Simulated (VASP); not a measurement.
Set up this calculation in VASP 6.6.1, as the native input.

```yaml
Task: single point
Functional: PBE
Potentials_or_basis: VASP PAW PBE potentials, release 64 (Rb_sv)
Cutoff: 520 eV
k_mesh: 4 × 6 × 1
Occupations: gaussian, width 0.2 eV
Spin: no spin polarisation
Dipole_correction: yes
Further_INCAR_settings: ALGO = Normal; EDIFF = 1e-07; NBANDS = 26
```

The structure of Rb lies in POSCAR:

```
Rb
1.0
    9.6505750024      0.0492321339      0.0000000000
    0.0246160670      4.7541427572      0.0000000000
    0.0000000000      0.0000000000     31.7945025011
Rb
4
Direct
   -0.0020759078      0.5215739796      0.2022308209
    0.4919214375      0.4841204346      0.2077300222
    0.2608499935      0.0282196055      0.3279383789
    0.7493044768     -0.0339140197      0.3314680372
```

These files were run (other wordings do the same):

INCAR

```
ALGO = Normal
DIPOL = 0.5 0.5 0.267
EDIFF = 1E-7
ENCUT = 520
GGA = PE
IDIPOL = 3
ISIF = 2
ISMEAR = 0
LASPH = T
LCHARG = F
LDIPOL = T
LREAL = F
LWAVE = F
NBANDS = 26
NELM = 60
PREC = Accurate
SIGMA = 0.2
```

KPOINTS

```
k-points
0
Gamma
  4 6 1
```

Potentials or basis: VASP PAW PBE potentials, release 64 (Rb_sv).

Run with:

```bash
$ cat potpaw_PBE.64/Rb_sv/POTCAR > POTCAR
$ mpirun -np 1 vasp_std > vasp.out
```

It gave:

* Largest force: 0.052 eV/Å
* Band gap on the k mesh: zero (bands 18 and 19 overlap by 1.07 eV)

Run time: 20 min on 1 thread of Intel(R) Xeon(R) Platinum 8275CL CPU @ 3.00GHz (Skylake/Cascade Lake) (shared host), peak memory 1.2 GiB.
